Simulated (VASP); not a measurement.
Input of a VASP 6.6.1 run:

POSCAR

```
Si
1.0
   -1.5781074821      1.5781074821      1.3401347978
    1.5781074821     -1.5781074821      1.3401347978
    1.5781074821      1.5781074821     -1.3401347978
Si
1
Direct
    0.0000000000      0.0000000000      0.0000000000
```

File INCAR.step1:

```
PREC = Accurate
ENCUT = 520
ISMEAR = 0
SIGMA = 0.15
LREAL = False
LASPH = True
NELM = 60
NBANDS = 8
GGA = PE
ALGO = Normal
EDIFF = 1E-4
LWAVE = True
LCHARG = False
```

File INCAR.step2:

```
PREC = Accurate
ENCUT = 520
EDIFF = 1E-6
ISMEAR = 0
SIGMA = 0.15
LREAL = False
LASPH = True
NELM = 60
ALGO = Normal
ISIF = 2
LWAVE = False
LCHARG = False
METAGGA = R2SCAN
LMIXTAU = True
NBANDS = 8
ISTART = 1
```

KPOINTS

```
regular mesh
0
Gamma
  22 22 22
```

Potentials or basis: VASP PAW PBE potentials, release 64 (Si).

The run is started by

```bash
$ cat potpaw_PBE.64/Si/POTCAR > POTCAR
$ cp INCAR.step1 INCAR
$ mpirun -np 1 vasp_std > vasp.out
$ cp INCAR.step2 INCAR
$ mpirun -np 1 vasp_std > vasp.out
```

**Question.** Predict the pressure.

**Answer.** 4.9 GPa.

**Question.** Estimate the band gap on the k mesh.

**Answer.** Zero (bands 2 and 3 overlap by 15.34 eV).

Stress tensor (GPa, compression positive):
```
6.77 0.00 0.00
0.00 6.77 0.00
0.00 0.00 1.12
```

Caveat: the cell differs from its parent crystal (strain -0.030 along x and y, +0.015 along z); the stress differs along the axes, from 1 to 7 GPa; the PAW data sets were made with another functional, which shifts forces and pressure a little.
